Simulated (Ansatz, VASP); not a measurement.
CdSe: VASP beside Ansatz

```xyz
4
Lattice="4.5134 0.0000 0.0000 -2.2567 3.9087 0.0000 0.0000 0.0000 7.1906" Properties=species:S:1:pos:R:3 pbc="T T T"
Cd    2.2567    1.3029    0.0000
Cd    0.0000    2.6058    3.5953
Se    2.2567    1.3029    2.6965
Se    0.0000    2.6058    6.2918
```

Change from the starting cell: strain +0.050 along x and y, +0.025 along z, atoms carried along.

Alike in both runs: task single point; functional PBE; k mesh 6 × 6 × 4; occupations gaussian, width 0.05 eV; no spin polarisation.

```csv
,VASP,Ansatz
version,VASP 6.6.1,Ansatz 0.2.0
potentials or method,"VASP PAW PBE potentials, release 64 (Cd, Se), cutoff 520 eV","scalar-relativistic, plane waves, PAW"
valence electrons in the cell,36,72
```

|  | VASP | Ansatz | Ansatz less VASP |
| --- | --- | --- | --- |
| gap on the k mesh at the Fermi level (eV) | 0.42 | 0.42 | +0.003 |
| least direct gap on the mesh (eV) | 0.42 | 0.42 | +0.003 |
| pressure (GPa) | -2.2 | -2.4 | -0.19 |
| traceless stress, the component that is largest in VASP (GPa) | 1.04 | 1.02 | -0.025 |
| rms of the force components (eV/Å) | 0.073 | 0.070 | -0.0030 |

Atom by atom the forces differ by 0.003 eV/Å (rms over components). VASP's potentials hold 36 valence electrons a cell and Ansatz's 72, so a difference there can come from the potentials and not from the codes.
